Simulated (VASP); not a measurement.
# HgTe (F-43m) in VASP: further runs, part 2 of 2

VASP 6.6.1. Earlier steps stand in the parts before.

## 4. Single point, HSE06

This run uses another cell than the first one, of 31.89 Å³/atom.

The input, POSCAR:

```
HgTe
1.0
    0.0000000000      3.1710554852      3.1710554852
    3.1710554852      0.0000000000      3.1710554852
    3.1710554852      3.1710554852      0.0000000000
Hg Te
1 1
Direct
    0.0000000000      0.0000000000      0.0000000000
    0.7500000000      0.7500000000      0.7500000000
```

The input, INCAR.step1:

```
PREC = Accurate
ENCUT = 520
EDIFF = 1E-5
ISMEAR = -1
SIGMA = 0.05
LREAL = F
LASPH = T
NELM = 60
ALGO = Normal
ISIF = 2
LWAVE = T
LCHARG = F
NBANDS = 16
GGA = PE
```

The input, INCAR.step2:

```
PREC = Accurate
ENCUT = 520
EDIFF = 1E-6
ISMEAR = -1
SIGMA = 0.05
LREAL = F
LASPH = T
NELM = 60
ALGO = Normal
ISIF = 2
LWAVE = F
LCHARG = F
GGA = PE
LHFCALC = T
HFSCREEN = 0.2079
PRECFOCK = Normal
NBANDS = 16
ISTART = 1
```

The input, KPOINTS:

```
Automatic mesh
0
Gamma
  4 4 4
```

Potentials or basis: VASP PAW PBE potentials, release 64 (Hg, Te).

Started as:

```sh
$ cat potpaw_PBE.64/Hg/POTCAR potpaw_PBE.64/Te/POTCAR > POTCAR
$ cp INCAR.step1 INCAR
$ mpirun -np 1 vasp_std > vasp.out
$ cp INCAR.step2 INCAR
$ mpirun -np 1 vasp_std > vasp.out
```

OUTCAR:

```text
PREC = Accurate
   ENCUT = 520
   EDIFF = 1E-6
   ISMEAR = -1
   LREAL = F
   LASPH = T
   NELM = 60
   ISIF = 2
   GGA = PE
   LHFCALC = T
   HFSCREEN = 0.2079
   PRECFOCK = Normal
   ISTART = 1

 ion  position               nearest neighbor table
   1  0.000  0.000  0.000-   2 2.75   2 2.75   2 2.75   2 2.75
   2  0.750  0.750  0.750-   1 2.75   1 2.75   1 2.75   1 2.75

  LATTYP: Found a face centered cubic cell.
[... 330 lines left out ...]
     16      15.6325      0.00000

------------------------ aborting loop because EDIFF is reached ----------------------------------------

  FORCE on cell =-STRESS in cart. coord.  units (eV):
  Direction    XX          YY          ZZ          XY          YZ          ZX
  --------------------------------------------------------------------------------------
  -------------------------------------------------------------------------------------
  Total        2.3084546      2.3084546      2.3084546      0.0000000      0.0000000      0.0000000
  in kB       57.9949802     57.9949802     57.9949802      0.0000000      0.0000000      0.0000000
  external PRESSURE =      57.9949802 kB  Pullay stress =       0.0000000 kB

 VOLUME and BASIS-vectors are now :
 -----------------------------------------------------------------------------
  energy-cutoff  :      520.00
  volume of cell :       63.77
      direct lattice vectors                 reciprocal lattice vectors
     0.000000000  3.171055485  3.171055485    -0.157676207  0.157676207  0.157676207
     3.171055485  0.000000000  3.171055485     0.157676207 -0.157676207  0.157676207
     3.171055485  3.171055485  0.000000000     0.157676207  0.157676207 -0.157676207

 POSITION                                       TOTAL-FORCE (eV/Angst)
 -----------------------------------------------------------------------------------
      0.00000      0.00000      0.00000         0.000000     -0.000000     -0.000000
      4.75658      4.75658      4.75658        -0.000000      0.000000      0.000000
 -----------------------------------------------------------------------------------
    total drift:                                0.000016      0.000025      0.000023

  FREE ENERGIE OF THE ION-ELECTRON SYSTEM (eV)
  ---------------------------------------------------
  free  energy   TOTEN  =        -4.5448116622 eV

  energy  without entropy=       -4.5416345375  energy(sigma->0) =       -4.54322310
```

OUTCAR.step1:

```text
PREC = Accurate
   ENCUT = 520
   EDIFF = 1E-5
   ISMEAR = -1
   LREAL = F
[... 355 lines left out ...]
      0.00000      0.00000      0.00000        -0.000000     -0.000000     -0.000000
      4.75658      4.75658      4.75658         0.000000      0.000000      0.000000
 -----------------------------------------------------------------------------------
    total drift:                                0.000000      0.000000     -0.000000

  FREE ENERGIE OF THE ION-ELECTRON SYSTEM (eV)
  ---------------------------------------------------
  free  energy   TOTEN  =        -3.3560863066 eV

  energy  without entropy=       -3.3531016624  energy(sigma->0) =       -3.35459398
```

Run time: 6.4 min. Hardware: 1 thread of Intel Xeon 6975P-C (Granite Rapids), shared host; peak memory 0.32 GiB.

What came out:

```yaml
Free_energy: -4.5448 eV
Pressure: 5.8 GPa
Band_gap_on_the_k_mesh: 0.08 eV
```

Levels at points of the mesh, in eV from the valence-band top:
```
           k point  band 6  band 7  band 8  band 9  band 10  band 11  band 12  band 13
(0.00, 0.00, 0.00)   -8.20    0.00    0.00    0.00     0.08     4.87     4.87     4.87
(0.50, 0.00, 0.00)   -7.78   -6.33   -1.20   -1.20     1.39     5.76     5.76     7.67
(0.50, 0.50, 0.00)   -7.59   -6.22   -2.74   -2.74     2.56     2.92     9.53    10.28
```

Caveat: the k points lie up to 0.43 Å⁻¹ apart; the PAW data sets were made with another functional, which shifts forces and pressure a little; spin-orbit coupling is left out, which moves the levels of the heavy elements.

## 5. Single point, PBE0

This run uses another cell than the first one, of 31.89 Å³/atom.

POSCAR is that of step 4.

The input, INCAR.step1:

```
SYSTEM = HgTe
PREC = Accurate ; ENCUT = 520
EDIFF = 1E-5 ; ISMEAR = -1
SIGMA = 0.05 ; LREAL = .FALSE.
LASPH = .TRUE. ; NELM = 60
ALGO = Normal ; ISIF = 2
LWAVE = .TRUE. ; LCHARG = .FALSE.
NBANDS = 16 ; GGA = PE
```

The input, INCAR.step2:

```
SYSTEM = HgTe
PREC = Accurate ; ENCUT = 520
EDIFF = 1E-6 ; ISMEAR = -1
SIGMA = 0.05 ; LREAL = .FALSE.
LASPH = .TRUE. ; NELM = 60
ALGO = Normal ; ISIF = 2
LWAVE = .FALSE. ; LCHARG = .FALSE.
GGA = PE ; LHFCALC = .TRUE.
AEXX = 0.25 ; PRECFOCK = Normal
NBANDS = 16 ; ISTART = 1
```

The input, KPOINTS:

```
Automatic mesh
0
G
  4 4 4
  0 0 0
```

Started as:

```sh
$ cat potpaw_PBE.64/Hg/POTCAR potpaw_PBE.64/Te/POTCAR > POTCAR
$ cp INCAR.step1 INCAR
$ mpirun -np 1 vasp_std > vasp.out
$ cp INCAR.step2 INCAR
$ mpirun -np 1 vasp_std > vasp.out
```

It took 5.2 min on 1 thread of Intel Xeon 6975P-C (Granite Rapids), shared host; peak memory 0.21 GiB.

It converged, with:

```yaml
Free_energy: -5.1073 eV
Pressure: 5.5 GPa
Band_gap_on_the_k_mesh: 0.81 eV
```

Levels at points of the mesh, in eV from the valence-band top:
```csv
k point,band 6,band 7,band 8,band 9,band 10,band 11,band 12,band 13
"(0.00, 0.00, 0.00)",-8.26,0.00,0.00,0.00,0.81,5.59,5.59,5.59
"(0.50, 0.00, 0.00)",-7.84,-6.40,-1.21,-1.21,2.09,6.48,6.48,8.38
"(0.50, 0.50, 0.00)",-7.65,-6.28,-2.77,-2.77,3.27,3.62,10.27,11.04
```

Caveat: the k points lie up to 0.43 Å⁻¹ apart; the PAW data sets were made with another functional, which shifts forces and pressure a little; spin-orbit coupling is left out, which moves the levels of the heavy elements.

## 6. Relaxation of cell and atoms, r2SCAN

This run uses another cell than the first one, of 33.22 Å³/atom.

The input, POSCAR:

```
HgTe
1.0
    0.0000000000      3.2145000000      3.2145000000
    3.2145000000      0.0000000000      3.2145000000
    3.2145000000      3.2145000000      0.0000000000
Hg Te
1 1
Direct
    0.0000000000      0.0000000000      0.0000000000
    0.7500000000      0.7500000000      0.7500000000
```

The input, INCAR.step1:

```
ALGO = Normal ; EDIFF = 1E-4
ENCUT = 600 ; GGA = PE
ISMEAR = -1 ; LASPH = T
LCHARG = F ; LREAL = F
LWAVE = T ; NELM = 100
PREC = Accurate ; SIGMA = 0.05
```

The input, INCAR.step2:

```
ALGO = Normal ; EDIFF = 1E-6
EDIFFG = -0.01 ; ENCUT = 600
IBRION = 2 ; ISIF = 3
ISMEAR = -1 ; ISTART = 1
LASPH = T ; LCHARG = F
LMIXTAU = T ; LREAL = F
LWAVE = F ; METAGGA = R2SCAN
NELM = 100 ; NSW = 60
PREC = Accurate ; SIGMA = 0.05
```

The input, KPOINTS:

```
k-points
0
Gamma
  7 7 7
```

Potentials or basis: VASP PAW PBE potentials, release 64 (Hg, Te).

Started as:

```sh
$ cat potpaw_PBE.64/Hg/POTCAR potpaw_PBE.64/Te/POTCAR > POTCAR
$ cp INCAR.step1 INCAR
$ mpirun -np 1 vasp_std > vasp.out
$ cp INCAR.step2 INCAR
$ mpirun -np 1 vasp_std > vasp.out
```

Run time: 2.2 min. Hardware: 1 thread of Intel Xeon Platinum 8488C (Sapphire Rapids), shared host; peak memory 0.24 GiB.

The run converged. Its results:

```yaml
Free_energy: -75.1602 eV
Relaxed_volume: 35.57 Å³/atom
Relaxed_cell: a = 4.651 Å, b = 4.651 Å, c = 4.651 Å, α = 60.00°, β = 60.00°, γ = 60.00°
Space_group_after_relaxing_to_0.1_Å: F-43m (No. 216)
Energy_gained_by_relaxing: 22.6 meV/atom
Ionic_steps: 3
Pressure_after_relaxing: 0.0 GPa
Band_gap_on_the_k_mesh: zero (filled and empty bands touch)
```

The path:
| step | energy change (eV) | largest force (eV/Å) | pressure (GPa) | volume (Å³) |
| --- | --- | --- | --- | --- |
| 1 | 0.0000 | 0.0000 | 3.29 | 66.43 |
| 2 | -0.0382 | 0.0000 | -1.05 | 73.20 |
| 3 | -0.0452 | 0.0000 | 0.01 | 71.14 |

Final structure:
```
Hg Te
1.0
     0.00000    3.28880    3.28880
     3.28880    0.00000    3.28880
     3.28880    3.28880    0.00000
Hg Te
1 1
Cartesian
  0.0000 0.0000 0.0000
  4.9332 4.9332 4.9332
```

Levels at points of the mesh, in eV from the Fermi level:
```tsv
k point	band 7	band 8	band 9	band 10	band 11	band 12
(0.00, 0.00, 0.00)	-0.59	-0.04	-0.04	-0.04	4.62	4.62
```

Caveat: semilocal functionals underestimate gaps, so a narrow gap can read as zero; the PAW data sets were made with another functional, which shifts forces and pressure a little; spin-orbit coupling is left out, which moves the levels of the heavy elements. Zero-point motion and thermal expansion aren't in these numbers.

## 7. Summary

```tsv
task	level	cell	k mesh	cutoff (eV)	grid for exact exchange (PRECFOCK)	share of exact exchange	screening parameter	gap on the mesh (eV)	pressure (GPa)
single point	HSE06	a = 4.453 Å, angles 60.0°, 2 atoms	4 × 4 × 4	520	Normal	0.25	0.2079 1/Å	0.16	7.3
single point	PBE0	a = 4.453 Å, angles 60.0°, 2 atoms	4 × 4 × 4	520	Normal	0.25	-	0.87	7.0
single point	HSE06	a = 4.485 Å, angles 60.0°, 2 atoms	4 × 4 × 4	520	Normal	0.25	0.2079 1/Å	0.08	5.8
single point	PBE0	a = 4.485 Å, angles 60.0°, 2 atoms	4 × 4 × 4	520	Normal	0.25	-	0.81	5.5
relaxation of cell and atoms	r2SCAN	relaxed from a = 4.546 Å, angles 60.0°, 2 atoms	7 × 7 × 7	600	-	-	-	none	0.0
```

Alike in all rows: potentials or basis VASP PAW PBE potentials, release 64 (Hg, Te); no spin polarisation; smearing fermi-dirac 0.05 eV.

Caveats: some runs use coarse meshes; the PAW data sets were made with another functional, which shifts forces and pressure a little; spin-orbit coupling is left out, which moves the levels of the heavy elements; semilocal functionals underestimate gaps, so a narrow gap can read as zero (at least some runs).

Total energies depend on the potentials used, so only differences within one code and one set of settings carry meaning.
